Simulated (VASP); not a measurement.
# Y (P6_3/mmc) in VASP: further runs

The runs below take Y through relaxation of shape and atoms at fixed volume, with PBEsol.

Program: VASP 6.6.1. These are calculated values, not measurements. Logs are shortened: lines on timing, memory, paths and dates and some standing lists are left out, and cuts for length are marked.

### Step 1. The cell of the first run

Symmetry: P6_3/mmc, No. 194, hexagonal system. Conventional cell: a = 3.445 Å, b = 3.445 Å, c = 5.362 Å, α = 90.00°, β = 90.00°, γ = 120.00°. Y (site symmetry -6m2) has 12 Y at 3.34 to 3.44 Å within 4.4 Å.

### Step 2. Relaxation of shape and atoms at fixed volume, PBEsol (27.55 Å³/atom)

Contents of INCAR:

```
PREC = Accurate ; ENCUT = 600
EDIFF = 1E-6 ; ISMEAR = 0
SIGMA = 0.1 ; LREAL = F
LASPH = T ; NELM = 100
ALGO = Normal ; ISIF = 4
LWAVE = F ; LCHARG = F
GGA = PS ; IBRION = 2
NSW = 50 ; EDIFFG = -0.01
```

Contents of KPOINTS:

```
Automatic mesh
0
Gamma
  12 12 8
```

Contents of POSCAR:

```
Y
1.0
    3.4445995380      0.0000000000      0.0000000000
   -1.7222997690      2.9831107057      0.0000000000
    0.0000000000      0.0000000000      5.3619706018
Y
2
Direct
    0.3333333333      0.6666666667      0.2500000000
    0.6666666667      0.3333333333      0.7500000000
```

Potentials or basis: VASP PAW PBE potentials, release 64 (Y_sv).

On the command line:

```console
$ cat potpaw_PBE.64/Y_sv/POTCAR > POTCAR
$ mpirun -np 1 vasp_std > vasp.out
```

OUTCAR:

```text
PREC = Accurate
   ENCUT = 600
   EDIFF = 1E-6
   ISMEAR = 0
   LREAL = F
   LASPH = T
   NELM = 100
   ISIF = 4
   GGA = PS
   IBRION = 2
   NSW = 50
   EDIFFG = -0.01

 ion  position               nearest neighbor table
   1  0.333  0.667  0.250-   2 3.34   2 3.34   2 3.34   2 3.34   2 3.34   2 3.34
   2  0.667  0.333  0.750-   1 3.34   1 3.34   1 3.34   1 3.34   1 3.34   1 3.34

  LATTYP: Found a hexagonal cell.
 ALAT       =     3.4445995380
 C/A-ratio  =     1.5566310518

  Lattice vectors:

 A1 = (   3.4445995380,   0.0000000000,   0.0000000000)
 A2 = (  -1.7222997690,   2.9831107057,   0.0000000000)
 A3 = (   0.0000000000,   0.0000000000,   5.3619706018)

Analysis of symmetry for initial positions (statically):
=====================================================================
 Subroutine PRICEL returns:
 Original cell was already a primitive cell.

 Routine SETGRP: Setting up the symmetry group for a
 hexagonal supercell.

 Subroutine GETGRP returns: Found 24 space group operations
 (whereof 12 operations were pure point group operations)
 out of a pool of 24 trial point group operations.

The static configuration has the point symmetry D_3d.
 The point group associated with its full space group is D_6h.

Analysis of symmetry for dynamics (positions and initial velocities):
=====================================================================
 Subroutine PRICEL returns:
 Original cell was already a primitive cell.

 Routine SETGRP: Setting up the symmetry group for a
 hexagonal supercell.

 Subroutine GETGRP returns: Found 24 space group operations
 (whereof 12 operations were pure point group operations)
 out of a pool of 24 trial point group operations.

The dynamic configuration has the point symmetry D_3d.
 The point group associated with its full space group is D_6h.

 Subroutine INISYM returns: Found 24 space group operations
 (whereof 12 operations are pure point group operations),
 and found     1 'primitive' translations

----------------------------------------------------------------------------------------

                                     Primitive cell

  volume of cell :      55.0976

  direct lattice vectors                    reciprocal lattice vectors
     3.444599538  0.000000000  0.000000000     0.290309509  0.167610273  0.000000000
    -1.722299769  2.983110706  0.000000000     0.000000000  0.335220546  0.000000000
     0.000000000  0.000000000  5.361970602     0.000000000  0.000000000  0.186498598

  length of vectors
     3.444599538  3.444599538  5.361970602     0.335220546  0.335220546  0.186498598

  position of ions in fractional coordinates (direct lattice)
     0.333333333  0.666666667  0.250000000
     0.666666667  0.333333333  0.750000000

  ion indices of the primitive-cell ions
   primitive index   ion index
                 1           1
                 2           2

----------------------------------------------------------------------------------------

 KPOINTS: Automatic mesh

Automatic generation of k-mesh.
 Grid dimensions read from file:
 generate k-points for:   12   12    8

 Generating k-lattice:

  Cartesian coordinates                     Fractional coordinates (reciprocal lattice)
     0.024192459  0.013967523  0.000000000     0.083333333  0.000000000  0.000000000
     0.000000000  0.027935046  0.000000000     0.000000000  0.083333333  0.000000000
     0.000000000  0.000000000  0.023312325     0.000000000  0.000000000  0.125000000

  Length of vectors
     0.027935046  0.027935046  0.023312325

  Shift w.r.t. Gamma in fractional coordinates (k-lattice)
     0.000000000  0.000000000  0.000000000

 Subroutine IBZKPT returns following result:
 ===========================================

 Found     95 irreducible k-points:

 Following reciprocal coordinates:
            Coordinates               Weight
  0.000000  0.000000  0.000000      1.000000
  0.083333  0.000000  0.000000      6.000000
  0.166667  0.000000  0.000000      6.000000
  0.250000  0.000000  0.000000      6.000000
  0.333333  0.000000  0.000000      6.000000
  0.416667  0.000000  0.000000      6.000000
[... 16 lines left out ...]
  0.250000  0.000000  0.125000     12.000000
  0.333333  0.000000  0.125000     12.000000
 [... further k-points ...]
   k-points           NKPTS =     95   k-points in BZ     NKDIM =     95   number of bands    NBANDS=     15
   number of dos      NEDOS =    301   number of ions     NIONS =      2
   total plane-waves  NPLWV =  37632
   dimension x,y,z NGX =    28 NGY =   28 NGZ =   48
   dimension x,y,z NGXF=    56 NGYF=   56 NGZF=   96
   ions per type =               2
   NGX,Y,Z   is equivalent  to a cutoff of  13.51, 13.51, 14.88 a.u.
   NGXF,Y,Z  is equivalent  to a cutoff of  27.03, 27.03, 29.76 a.u.
 SYSTEM =  unknown system
   PREC   = accura    normal or accurate (medium, high low for compatibility)
   ISTART =      0    job   : 0-new  1-cont  2-samecut
   ICHARG =      2    charge: 1-file 2-atom 10-const
   ISPIN  =      1    spin polarized calculation?
   LNONCOLLINEAR =      F non collinear calculations
   LSORBIT =      F    spin-orbit coupling
   LASPH  =      T    aspherical Exc in radial PAW
   ENCUT  =  600.0 eV  44.10 Ry    6.64 a.u.   6.88  6.88 10.71*2*pi/ulx,y,z
   NELM   =    100;   NELMIN=  2; NELMDL= -5     # of ELM steps
   EDIFF  = 0.1E-05   stopping-criterion for ELM
   LREAL  =      F    real-space projection
   EDIFFG = -.1E-01   stopping-criterion for IOM
   NSW    =     50    number of steps for IOM
   IBRION =      2    ionic relax: 0-MD 1-quasi-New 2-CG
   NFREE  =      1    steps in history (QN), initial steepest desc. (CG)
   ISIF   =      4    stress and relaxation
   ISYM   =      2    0-nonsym 1-usesym 2-fastsym
   POTIM  = 0.5000    time-step for ionic-motion
   TEBEG  =    0.0;   TEEND  =   0.0 temperature during run
   PSTRESS=    0.0 pullay stress
   NELECT =      22.0000    total number of electrons
   NUPDOWN=      -1.0000    fix difference up-down
   EMIN   =  10.00;   EMAX   =-10.00  energy-range for DOS
   EFERMI =   0.00;   METHOD = LEGACY
   ISMEAR =     0;   SIGMA  =   0.10  broadening in eV -4-tet -1-fermi 0-gaus
   EFERMI_NEDOS =   21; number of points for ismear=-14 and -15
   IALGO  =     38    algorithm
   IMIX   =      4    mixing-type and parameters
     AMIX     =   0.40;   BMIX     =  1.00
     AMIX_MAG =   1.60;   BMIX_MAG =  1.00
  volume/ion in A,a.u.               =      27.55       185.91
  Fermi-wavevector in a.u.,A,eV,Ry     =   1.205512  2.278087 19.772792  1.453259
  Thomas-Fermi vector in A             =   2.341206
   LORBIT       =      0    0 simple, 1 ext, 2 COOP (PROOUT), +10 PAW based schemes
   GGA     = PS    functional components
   LHFCALC =     F    Hartree Fock is set to
   AEXX    =    0.0000 exact exchange contribution
   IVDW    =     0    specifies the selected vdW correction
   LEPSILON=     F    determine dielectric tensor
   LRPA    =     F    only Hartree local field effects (RPA)
 conjugate gradient relaxation of ions
 non-spin polarized calculation
 Gauss-broadening in eV      SIGMA  =   0.10
  energy-cutoff  :      600.00
  volume of cell :       55.10
 maximum number of plane-waves:      1858
 NGX is ok and might be reduce to    28
   NGX = 13   NGY = 13   NGZ = 21

--------------------------------------- Ionic step        1  -------------------------------------------

 number of electron      22.0000000 magnetization

 Free energy of the ion-electron system (eV)
  ---------------------------------------------------
  ext. energy  EPLUGINS =         0.00000000
  ---------------------------------------------------
  free energy    TOTEN  =       -13.51630981 eV

  energy without entropy =      -13.50079340  energy(sigma->0) =      -13.50855161

------------------------ aborting loop because EDIFF is reached ----------------------------------------

  FORCE on cell =-STRESS in cart. coord.  units (eV):
  Direction    XX          YY          ZZ          XY          YZ          ZX
  --------------------------------------------------------------------------------------
  -------------------------------------------------------------------------------------
  Total        2.1266566      2.1266566      2.2136468      0.0000000     -0.0000000      0.0000000
  in kB       61.8408450     61.8408450     64.3704242      0.0000000     -0.0000000      0.0000000
  external PRESSURE =      62.6840380 kB  Pullay stress =       0.0000000 kB

 VOLUME and BASIS-vectors are now :
 -----------------------------------------------------------------------------
  energy-cutoff  :      600.00
  volume of cell :       55.10
      direct lattice vectors                 reciprocal lattice vectors
     3.444599538  0.000000000  0.000000000     0.290309509  0.167610273  0.000000000
    -1.722299769  2.983110706  0.000000000     0.000000000  0.335220546  0.000000000
     0.000000000  0.000000000  5.361970602     0.000000000  0.000000000  0.186498598
[... 73 lines left out ...]
 POSITION                                       TOTAL-FORCE (eV/Angst)
 -----------------------------------------------------------------------------------
     -0.00000      1.98319      1.34800        -0.000000      0.000000      0.000000
      1.71749      0.99160      4.04401         0.000000     -0.000000     -0.000000
 -----------------------------------------------------------------------------------
    total drift:                               -0.000000      0.000000     -0.000000

  FREE ENERGIE OF THE ION-ELECTRON SYSTEM (eV)
  ---------------------------------------------------
  free  energy   TOTEN  =       -13.5163032039 eV

  energy  without entropy=      -13.5002854324  energy(sigma->0) =      -13.50829432

--------------------------------------- Ionic step        4  -------------------------------------------

 number of electron      21.9999999 magnetization

 Free energy of the ion-electron system (eV)
  ---------------------------------------------------
  ext. energy  EPLUGINS =         0.00000000
  ---------------------------------------------------
  free energy    TOTEN  =       -13.51642544 eV

  energy without entropy =      -13.50061363  energy(sigma->0) =      -13.50851953

 E-fermi :   3.8050     XC(G=0): -10.2452

 val. band max:        3.7772100025   @ k =   0.5000   0.0000   0.5000
 cond. band min:       3.8082916561   @ k =   0.4167   0.0833   0.1250
 fundamental gap:      0.0310816536
 Fermi energy:         3.8049981270

 k-point     1 :       0.0000    0.0000    0.0000
  band No.  band energies     occupation
      1     -38.4226      2.00000
      2     -38.2652      2.00000
      3     -18.9894      2.00000
      4     -18.1386      2.00000
      5     -18.1386      2.00000
      6     -17.9836      2.00000
      7     -17.9836      2.00000
      8     -17.9269      2.00000
      9      -1.1595      2.00000
     10       1.6244      2.00000
     11       5.3618      0.00000
     12       5.6511      0.00000
     13       5.6511      0.00000
     14       6.0580      0.00000
     15       6.4163      0.00000
[... 397 lines left out ...]
 k-point    24 :       0.3333    0.0000    0.1250
  band No.  band energies     occupation
      1     -38.3299      2.00000
      2     -38.2460      2.00000
      3     -18.7576      2.00000
      4     -18.5781      2.00000
      5     -18.4947      2.00000
      6     -18.2886      2.00000
      7     -18.0837      2.00000
      8     -18.0630      2.00000
      9       1.1251      2.00000
     10       2.6430      2.00000
     11       3.1673      2.00000
     12       4.0200      0.00236
     13       5.3766      0.00000
     14       5.6815      0.00000
     15       5.8609      0.00000

 [... further k-points ...]

------------------------ aborting loop because EDIFF is reached ----------------------------------------

  FORCE on cell =-STRESS in cart. coord.  units (eV):
  Direction    XX          YY          ZZ          XY          YZ          ZX
  --------------------------------------------------------------------------------------
  -------------------------------------------------------------------------------------
  Total        2.1536210      2.1536210      2.1414561      0.0000000      0.0000000      0.0000000
  in kB       62.6249391     62.6249391     62.2711984      0.0000000      0.0000000      0.0000000
  external PRESSURE =      62.5070255 kB  Pullay stress =       0.0000000 kB

 VOLUME and BASIS-vectors are now :
 -----------------------------------------------------------------------------
  energy-cutoff  :      600.00
  volume of cell :       55.10
      direct lattice vectors                 reciprocal lattice vectors
     3.439132607  0.000000000  0.000000000     0.290770992  0.167876711  0.000000000
    -1.719566304  2.978376205  0.000000000    -0.000000000  0.335753421  0.000000000
     0.000000000 -0.000000000  5.379031194    -0.000000000 -0.000000000  0.185907083

 POSITION                                       TOTAL-FORCE (eV/Angst)
 -----------------------------------------------------------------------------------
     -0.00000      1.98558      1.34476         0.000000      0.000000     -0.000000
      1.71957      0.99279      4.03427        -0.000000     -0.000000      0.000000
 -----------------------------------------------------------------------------------
    total drift:                               -0.000000      0.000000     -0.000000

  FREE ENERGIE OF THE ION-ELECTRON SYSTEM (eV)
  ---------------------------------------------------
  free  energy   TOTEN  =       -13.5164254366 eV

  energy  without entropy=      -13.5006136284  energy(sigma->0) =      -13.50851953

 reached required accuracy - stopping structural energy minimisation
```

It took 6 min on 1 thread of AMD EPYC 7R13, shared host; peak memory 0.27 GiB.

What came out:

```yaml
Free_energy: -13.5164 eV
Energy_gained_by_relaxing: 0.1 meV/atom
Ionic_steps: 4
Pressure_after_relaxing: 6.3 GPa
Band_gap_on_the_k_mesh: zero (bands 11 and 12 overlap by 2.03 eV)
```

The path:
| step | energy change (eV) | largest force (eV/Å) | pressure (GPa) | volume (Å³) |
| --- | --- | --- | --- | --- |
| 1 | 0.0000 | 0.0000 | 6.27 | 55.10 |
| 2 | -0.0001 | 0.0000 | 6.26 | 55.10 |
| 3 | 0.0000 | 0.0000 | 6.23 | 55.10 |
| 4 | -0.0001 | 0.0000 | 6.25 | 55.10 |

Final structure:
```yaml
crystal:
  lattice:
    - [3.43913, 0.00000, 0.00000]
    - [-1.71957, 2.97838, 0.00000]
    - [0.00000, 0.00000, 5.37903]
  atoms:
    - { symbol: Y, position: [0.33333, 0.66667, 0.25000] }
    - { symbol: Y, position: [0.66667, 0.33333, 0.75000] }
```

Caveat: the PAW data sets were made with another functional, which shifts forces and pressure a little.

### Step 3. Relaxation of shape and atoms at fixed volume, PBEsol (28.49 Å³/atom)

This run uses another cell than the first one, of 28.49 Å³/atom.

Contents of INCAR:

```
SYSTEM = Y
PREC     = Accurate       ! precision mode
ENCUT    = 600            ! plane-wave cutoff, eV
EDIFF    = 1E-6           ! SCF threshold, eV
ISMEAR   = 0              ! smearing method
SIGMA    = 0.1            ! smearing width, eV
LREAL    = .FALSE.        ! projectors in reciprocal space
LASPH    = .TRUE.         ! aspherical terms in the spheres
NELM     = 60             ! most SCF steps
ALGO     = Normal         ! electronic algorithm
ISIF     = 4              ! what is computed and relaxed
LWAVE    = .FALSE.        ! write WAVECAR
LCHARG   = .FALSE.        ! write CHGCAR
GGA      = PS             ! functional
IBRION   = 2              ! ionic algorithm
NSW      = 50             ! ionic steps
EDIFFG   = -0.01          ! ionic threshold
```

Contents of KPOINTS:

```
regular mesh
0
G
  12 12 8
  0 0 0
```

Contents of POSCAR:

```
Y
1.0
    3.4864279680      0.0000000000      0.0000000000
   -1.7432139840      3.0193351888      0.0000000000
    0.0000000000      0.0000000000      5.4125164971
Y
2
Direct
    0.3333333333      0.6666666667      0.2500000000
    0.6666666667      0.3333333333      0.7500000000
```

Potentials or basis: VASP PAW PBE potentials, release 64 (Y_sv).

On the command line:

```console
$ cat potpaw_PBE.64/Y_sv/POTCAR > POTCAR
$ mpirun -np 1 vasp_std > vasp.out
```

Run time: 4.6 min. Hardware: 1 thread of AMD EPYC 7R13, shared host; peak memory 0.27 GiB.

It converged, with:

```
Free energy               : -13.5786 eV
Energy gained by relaxing : 0.1 meV/atom
Ionic steps               : 3
Pressure after relaxing   : 4.4 GPa
Band gap on the k mesh    : zero (bands 11 and 12 overlap by 1.90 eV)
```

Step by step:
```tsv
step	energy change (eV)	largest force (eV/Å)	pressure (GPa)	volume (Å³)
1	0.0000	0.0000	4.38	56.98
2	-0.0001	0.0000	4.37	56.98
3	-0.0001	0.0000	4.37	56.98
```

Final structure:
```yaml
crystal:
  lattice:
    - [3.48189, 0.00000, 0.00000]
    - [-1.74095, 3.01541, 0.00000]
    - [0.00000, 0.00000, 5.42663]
  atoms:
    - { symbol: Y, position: [0.33333, 0.66667, 0.25000] }
    - { symbol: Y, position: [0.66667, 0.33333, 0.75000] }
```

Levels at points of the mesh, in eV from the Fermi level:
```csv
k point,band 9,band 10,band 11,band 12,band 13,band 14
"(0.00, 0.00, 0.00)",-4.92,-2.11,1.44,1.82,1.82,2.25
"(0.50, 0.00, 0.00)",-1.75,-1.51,-1.06,0.15,1.48,1.66
"(0.00, 0.00, 0.50)",-3.28,-3.28,1.03,1.03,1.72,1.72
"(0.50, 0.00, 0.50)",-1.91,-1.91,0.01,0.01,1.81,1.81
```

Caveat: the PAW data sets were made with another functional, which shifts forces and pressure a little.

The gap in the log of VASP goes by the Fermi energy; the results here count the filled bands.